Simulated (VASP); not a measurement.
# AlNi (P4/mmm) in VASP: single point with PBE

Aim: the single point of AlNi with PBE.

Everything below comes from runs of VASP 6.6.1. Logs are shortened: lines on timing, memory, paths and dates and some standing lists are left out, and cuts for length are marked.

## (1) The cell of the first run

The typed cell holds 2 atoms: a = 2.894 Å, b = 2.894 Å, c = 2.890 Å, α = 90.00°, β = 90.00°, γ = 90.00°.

## (2) Single point, PBE

Input file POSCAR:

```
AlNi
1.0
    2.8943154884      0.0000000000      0.0000000000
    0.0000000000      2.8943154884      0.0000000000
    0.0000000000      0.0000000000      2.8900989120
Al Ni
1 1
Direct
    0.0000000000      0.0000000000      0.0000000000
    0.5000000000      0.5000000000      0.5000000000
```

Input file INCAR.step1:

```
PREC = Accurate
ENCUT = 520
EDIFF = 1E-6
ISMEAR = 0
SIGMA = 0.1
LREAL = False
LASPH = True
NELM = 60
ALGO = Fast
ISIF = 2
LWAVE = False
LCHARG = True
LMAXMIX = 4
GGA = PE
NBANDS = 14
```

Input file KPOINTS.step1:

```
Automatic mesh
0
Gamma
  20 20 18
```

Input file INCAR.step2:

```
PREC = Accurate
ENCUT = 520
EDIFF = 1E-6
ISMEAR = -5
SIGMA = 0.1
LREAL = False
LASPH = True
NELM = 60
ALGO = Fast
ISIF = 2
LWAVE = False
LCHARG = False
LMAXMIX = 4
GGA = PE
LORBIT = 11
NEDOS = 2001
ICHARG = 11
```

Input file KPOINTS.step2:

```
Automatic mesh
0
Gamma
  30 30 27
```

Potentials or basis: VASP PAW PBE potentials, release 64 (Al, Ni).

The run is started by

```sh
$ cat potpaw_PBE.64/Al/POTCAR potpaw_PBE.64/Ni/POTCAR > POTCAR
$ cp INCAR.step1 INCAR
$ cp KPOINTS.step1 KPOINTS
$ mpirun -np 1 vasp_std > vasp.out
$ cp INCAR.step2 INCAR
$ cp KPOINTS.step2 KPOINTS
$ mpirun -np 1 vasp_std > vasp.out
```

OUTCAR:

```text
PREC = Accurate
   ENCUT = 520
   EDIFF = 1E-6
   ISMEAR = -5
   LREAL = False
   LASPH = True
   NELM = 60
   ISIF = 2
   GGA = PE
   LORBIT = 11
   ICHARG = 11

 ion  position               nearest neighbor table
   1  0.000  0.000  0.000-   2 2.51   2 2.51   2 2.51   2 2.51   2 2.51   2 2.51   2 2.51   2 2.51

   2  0.500  0.500  0.500-   1 2.51   1 2.51   1 2.51   1 2.51   1 2.51   1 2.51   1 2.51   1 2.51

  LATTYP: Found a simple tetragonal cell.
 ALAT       =     2.8943154884
 C/A-ratio  =     0.9985431525

  Lattice vectors:

 A1 = (   2.8943154884,   0.0000000000,   0.0000000000)
 A2 = (   0.0000000000,   2.8943154884,   0.0000000000)
 A3 = (   0.0000000000,   0.0000000000,   2.8900989120)

Analysis of symmetry for initial positions (statically):
=====================================================================
 Subroutine PRICEL returns:
 Original cell was already a primitive cell.

 Routine SETGRP: Setting up the symmetry group for a
 simple tetragonal supercell.

 Subroutine GETGRP returns: Found 16 space group operations
 (whereof 16 operations were pure point group operations)
 out of a pool of 16 trial point group operations.

The static configuration has the point symmetry D_4h.

Analysis of symmetry for dynamics (positions and initial velocities):
=====================================================================
 Subroutine PRICEL returns:
 Original cell was already a primitive cell.

 Routine SETGRP: Setting up the symmetry group for a
 simple tetragonal supercell.

 Subroutine GETGRP returns: Found 16 space group operations
 (whereof 16 operations were pure point group operations)
 out of a pool of 16 trial point group operations.

The dynamic configuration has the point symmetry D_4h.

 Subroutine INISYM returns: Found 16 space group operations
 (whereof 16 operations are pure point group operations),
 and found     1 'primitive' translations

----------------------------------------------------------------------------------------

                                     Primitive cell

  volume of cell :      24.2105

  direct lattice vectors                    reciprocal lattice vectors
     2.894315488  0.000000000  0.000000000     0.345504837  0.000000000  0.000000000
[... 99 lines left out ...]
   NELECT =      13.0000    total number of electrons
   NUPDOWN=      -1.0000    fix difference up-down
   EMIN   =  10.00;   EMAX   =-10.00  energy-range for DOS
   EFERMI =   0.00;   METHOD = LEGACY
   ISMEAR =    -5;   SIGMA  =   0.10  broadening in eV -4-tet -1-fermi 0-gaus
   EFERMI_NEDOS =   21; number of points for ismear=-14 and -15
   IALGO  =     68    algorithm
   IMIX   =      4    mixing-type and parameters
     AMIX     =   0.40;   BMIX     =  1.00
     AMIX_MAG =   1.60;   BMIX_MAG =  1.00
  volume/ion in A,a.u.               =      12.11        81.69
  Fermi-wavevector in a.u.,A,eV,Ry     =   1.330621  2.514510 24.089836  1.770553
  Thomas-Fermi vector in A             =   2.459694
   LORBIT       =     11    0 simple, 1 ext, 2 COOP (PROOUT), +10 PAW based schemes
   GGA     = PE    functional components
   LHFCALC =     F    Hartree Fock is set to
   AEXX    =    0.0000 exact exchange contribution
   IVDW    =     0    specifies the selected vdW correction
   LEPSILON=     F    determine dielectric tensor
   LRPA    =     F    only Hartree local field effects (RPA)
 non-spin polarized calculation
 RMM-DIIS sequential band-by-band and
 Fermi weights with tetrahedron method with Bloechl corrections
  energy-cutoff  :      520.00
  volume of cell :       24.21
 maximum number of plane-waves:       670
 NGX is ok and might be reduce to    24

 number of electron      13.0000013 magnetization

 Free energy of the ion-electron system (eV)
  ---------------------------------------------------
  ext. energy  EPLUGINS =         0.00000000
  ---------------------------------------------------
  free energy    TOTEN  =       -10.53868988 eV

  energy without entropy =      -10.53868988  energy(sigma->0) =      -10.53868988

 E-fermi :   9.8618     XC(G=0): -11.9889

 val. band max:        9.8935295485   @ k =   0.4333   0.3333   0.4815
 cond. band min:       9.7955278172   @ k =   0.5000   0.3667   0.3333
 fundamental gap:     -0.0980017313
 Fermi energy:         9.8617580820

 k-point     1 :       0.0000    0.0000    0.0000
  band No.  band energies     occupation
      1      -1.1844      2.00000
      2       6.6974      2.00000
      3       6.6976      2.00000
      4       8.3470      2.00000
      5       8.3500      2.00000
      6       8.3500      2.00000
      7      15.2934      0.00000
      8      15.2934      0.00000
      9      15.3451      0.00000
     10      17.9439      0.00000
[... 287 lines left out ...]
 k-point    24 :       0.2667    0.0333    0.0000
  band No.  band energies     occupation
      1       0.1122      2.00000
      2       6.1953      2.00000
      3       6.9473      2.00000
      4       7.9269      2.00000
      5       7.9450      2.00000
      6       8.3895      2.00000
      7      10.4325      0.00000
      8      16.5066      0.00000
      9      16.9419      0.00000
     10      18.3042      0.00000

 [... further k-points ...]

------------------------ aborting loop because EDIFF is reached ----------------------------------------

  FORCE on cell =-STRESS in cart. coord.  units (eV):
  Direction    XX          YY          ZZ          XY          YZ          ZX
  --------------------------------------------------------------------------------------
  -------------------------------------------------------------------------------------
  Total        0.0551342      0.0551342      0.0619506      0.0000000     -0.0000000      0.0000000
  in kB        3.6486084      3.6486084      4.0996987      0.0000000     -0.0000000      0.0000000
  external PRESSURE =       3.7989718 kB  Pullay stress =       0.0000000 kB

 VOLUME and BASIS-vectors are now :
 -----------------------------------------------------------------------------
  energy-cutoff  :      520.00
  volume of cell :       24.21
      direct lattice vectors                 reciprocal lattice vectors
     2.894315488  0.000000000  0.000000000     0.345504837  0.000000000  0.000000000
     0.000000000  2.894315488  0.000000000     0.000000000  0.345504837  0.000000000
     0.000000000  0.000000000  2.890098912     0.000000000  0.000000000  0.346008919

 POSITION                                       TOTAL-FORCE (eV/Angst)
 -----------------------------------------------------------------------------------
      0.00000      0.00000      0.00000         0.000000      0.000000      0.000000
      1.44716      1.44716      1.44505         0.000000      0.000000      0.000000
 -----------------------------------------------------------------------------------
    total drift:                                0.000000      0.000000     -0.000000

  FREE ENERGIE OF THE ION-ELECTRON SYSTEM (eV)
  ---------------------------------------------------
  free  energy   TOTEN  =       -10.5386898830 eV

  energy  without entropy=      -10.5386898830  energy(sigma->0) =      -10.53868988

 total charge

# of ion       s       p       d       tot
------------------------------------------
    1        0.383   0.408   0.000   0.791
    2        0.470   0.505   8.470   9.445
--------------------------------------------------
tot          0.853   0.913   8.470  10.236
```

OUTCAR.step1:

```text
PREC = Accurate
   ENCUT = 520
   EDIFF = 1E-6
   ISMEAR = 0
   LREAL = False
[... 634 lines left out ...]
      0.00000      0.00000      0.00000         0.000000      0.000000      0.000000
      1.44716      1.44716      1.44505         0.000000      0.000000      0.000000
 -----------------------------------------------------------------------------------
    total drift:                                0.000000      0.000000     -0.000000

  FREE ENERGIE OF THE ION-ELECTRON SYSTEM (eV)
  ---------------------------------------------------
  free  energy   TOTEN  =       -10.5404530335 eV

  energy  without entropy=      -10.5360240021  energy(sigma->0) =      -10.53823852
```

OSZICAR.step1:

```text
N       E                     dE             d eps       ncg     rms          rms(c)
DAV:   1     0.404702346544E+02    0.40470E+02   -0.53798E+03 18736   0.965E+02
DAV:   2    -0.102087524468E+02   -0.50679E+02   -0.45756E+02 19884   0.179E+02
DAV:   3    -0.119351438858E+02   -0.17264E+01   -0.17086E+01 23562   0.366E+01
DAV:   4    -0.119581250041E+02   -0.22981E-01   -0.22974E-01 22218   0.383E+00
DAV:   5    -0.119588027719E+02   -0.67777E-03   -0.67775E-03 23774   0.720E-01    0.118E+01
RMM:   6    -0.138822028249E+02   -0.19234E+01   -0.14005E+01 22388   0.466E+01    0.167E+01
RMM:   7    -0.105541378645E+02    0.33281E+01   -0.39349E+00 20678   0.242E+01    0.113E+00
RMM:   8    -0.105493921063E+02    0.47458E-02   -0.80729E-02 19719   0.274E+00    0.671E-01
RMM:   9    -0.105437914597E+02    0.56006E-02   -0.24693E-02 20987   0.969E-01    0.512E-01
RMM:  10    -0.105404079416E+02    0.33835E-02   -0.63374E-03 22760   0.996E-01    0.109E-01
RMM:  11    -0.105406251699E+02   -0.21723E-03   -0.63803E-04 24899   0.294E-01    0.130E-01
RMM:  12    -0.105404417653E+02    0.18340E-03   -0.33582E-04 24504   0.202E-01    0.149E-02
RMM:  13    -0.105404509678E+02   -0.92025E-05   -0.84361E-05 25458   0.605E-02    0.122E-02
RMM:  14    -0.105404537156E+02   -0.27478E-05   -0.16409E-05 25368   0.278E-02    0.186E-02
RMM:  15    -0.105404530335E+02    0.68213E-06   -0.26221E-06 20268   0.175E-02
   1 F= -.10540453E+02 E0= -.10538239E+02  d E =-.442903E-02
```

It took 9.8 min on 1 thread of AMD EPYC 7R13, shared host; peak memory 0.69 GiB.

What came out:

```yaml
Valence_electrons_inside_the_program's_atomic_spheres: Al 0.79; Ni 9.45
```

Spin polarisation is off, so any magnetic state and its effect on volume and gap are missing.
